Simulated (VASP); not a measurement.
AlN:

```
Al N
1.0
     3.29235    0.00000    0.00000
    -1.64617    2.85126    0.00000
     0.00000    0.00000    4.13696
Al N
2 2
Direct
  0.33333 0.66667 0.25000
  0.66667 0.33333 0.75000
  0.66667 0.33333 0.25000
  0.33333 0.66667 0.75000
```

Program: VASP 6.6.1. Alike in all runs: task single point; no spin polarisation; cell as given; cutoff (eV) 520.

Q: Order these runs on this cell by their pressure, lowest first.
A. level HF; potentials or basis VASP PAW PBE potentials, release 64 (Al, N); k mesh 6 × 6 × 4; smearing gaussian 0.01 eV; grid for exact exchange (PRECFOCK) Normal
B. level PBE; potentials or basis VASP PAW PBE potentials, release 64 (Al, N); k mesh 12 × 12 × 6; smearing fermi-dirac 0.02 eV
C. level LDA; potentials or basis VASP PAW LDA potentials, release 64 (Al, N); k mesh 12 × 12 × 6; smearing gaussian 0.01 eV

A: C (-3.5 GPa), A (-1.4 GPa), B (5.1 GPa).

Caveats: the PAW data sets were made with another functional, which shifts forces and pressure a little (some runs).
